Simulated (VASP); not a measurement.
A run of VASP 6.6.1:

File POSCAR:

```
Li8H3F5
1.0
    8.0172830000      0.0000000000      0.0000000000
    0.0000000000      8.0172830000      0.0000000000
    0.0000000000      0.0000000000      8.0172830000
H F Li
12 20 32
Direct
    0.2494530000      0.9998900000      0.0016710000
    0.2492230000      0.9997420000      0.4984670000
    0.2492000000      0.5016100000      0.4996320000
    0.7508820000      0.9998880000      0.4970850000
    0.7511240000      0.5002050000      0.4989360000
    0.0016670000      0.7519300000      0.0016710000
    0.0009820000      0.7511410000      0.4984630000
    0.0006540000      0.9989140000      0.2509820000
    0.4988580000      0.0000000000      0.2508920000
    0.2499080000      0.2489290000      0.7490620000
    0.2488270000      0.7529120000      0.2509570000
    0.7502820000      0.2479800000      0.2510810000
    0.2502250000      0.5003490000      0.0000750000
    0.7497390000      0.0000180000      0.9994970000
    0.7502050000      0.4999580000      0.9999780000
    0.9999850000      0.2502040000      0.9998150000
    0.0005500000      0.2506030000      0.5001960000
    0.5000420000      0.2502890000      0.9998500000
    0.4996940000      0.2504150000      0.5000290000
    0.5002400000      0.7500360000      0.9997250000
    0.5005210000      0.7499150000      0.5002320000
    0.9997530000      0.0002190000      0.7497820000
    0.9999560000      0.4997460000      0.2494530000
    0.0002010000      0.5004570000      0.7503780000
    0.5003450000      0.9999190000      0.7495100000
    0.4997320000      0.5004120000      0.2498990000
    0.5001390000      0.5001540000      0.7496490000
    0.2498740000      0.2512470000      0.2500810000
    0.2503180000      0.7506950000      0.7500280000
    0.7502350000      0.2498460000      0.7495080000
    0.7493530000      0.7495400000      0.2493040000
    0.7505570000      0.7503380000      0.7498520000
    0.9994350000      0.0016120000      0.9992980000
    0.0008100000      0.0017510000      0.5002200000
    0.0003180000      0.4988690000      0.0000770000
    0.0003600000      0.4986910000      0.4995560000
    0.5007380000      0.0005810000      0.9991410000
    0.4994290000      0.0007230000      0.5005750000
    0.5000450000      0.4997540000      0.9999240000
    0.4998960000      0.4997310000      0.4996730000
    0.2502360000      0.2507150000      0.0016970000
    0.2502440000      0.2496530000      0.4984440000
    0.2514360000      0.7501750000      0.0000320000
    0.2513280000      0.7511710000      0.4996920000
    0.7499030000      0.2493420000      0.9994150000
    0.7499860000      0.2494320000      0.5000450000
    0.7489700000      0.7506250000      0.0002490000
    0.7489450000      0.7507990000      0.4989300000
    0.2492420000      0.9997890000      0.2497010000
    0.2491110000      0.9985660000      0.7503370000
    0.2489610000      0.5003520000      0.2487300000
    0.2495300000      0.5020970000      0.7509640000
    0.7507370000      0.9981640000      0.2490180000
    0.7509230000      0.9992930000      0.7508070000
    0.7506760000      0.5017480000      0.2484710000
    0.7508550000      0.5008340000      0.7509940000
    0.0010640000      0.2508660000      0.2510290000
    0.9998060000      0.2499920000      0.7491040000
    0.9993800000      0.7494210000      0.2511670000
    0.0004600000      0.7505370000      0.7484690000
    0.4987870000      0.2508710000      0.2510650000
    0.5004260000      0.2499910000      0.7489970000
    0.5005480000      0.7494650000      0.2508560000
    0.5002220000      0.7501210000      0.7491940000
```

The input INCAR.step1:

```
PREC = Accurate
ENCUT = 520
EDIFF = 1E-5
ISMEAR = -1
SIGMA = 0.05
LREAL = Auto
LASPH = T
NELM = 60
ALGO = Normal
ISIF = 2
LWAVE = T
LCHARG = F
GGA = PE
ISYM = 0
NBANDS = 162
LUSENCCL = F
```

Contents of INCAR.step2:

```
PREC = Accurate
ENCUT = 520
EDIFF = 1E-7
ISMEAR = -1
SIGMA = 0.05
LREAL = Auto
LASPH = T
NELM = 60
ALGO = Normal
ISIF = 2
LWAVE = F
LCHARG = F
GGA = PE
LHFCALC = T
HFSCREEN = 0.2079
PRECFOCK = Fast
ISTART = 1
ISYM = 0
NBANDS = 162
LUSENCCL = F
```

KPOINTS

```
Automatic mesh
0
Gamma
  1 1 1
  0.25 0.25 0.25
```

Potentials or basis: VASP PAW PBE potentials, release 64 (H, F, Li_sv).

Run with:

```console
$ cat potpaw_PBE.64/H/POTCAR potpaw_PBE.64/F/POTCAR potpaw_PBE.64/Li_sv/POTCAR > POTCAR
$ cp INCAR.step1 INCAR
$ mpirun -np 1 vasp_std > vasp.out
$ cp INCAR.step2 INCAR
$ mpirun -np 1 vasp_std > vasp.out
```

Hardware: 1 × NVIDIA H100 80GB with 1 thread of AMD EPYC 7R13 Processor (Zen 3), on a shared host.

Estimate the wall time of this run.

It took 14 min on 1 × NVIDIA H100 80GB with 1 thread of AMD EPYC 7R13 Processor (Zen 3), on a shared host, peak memory 1.6 GiB. Counts: k points 4.
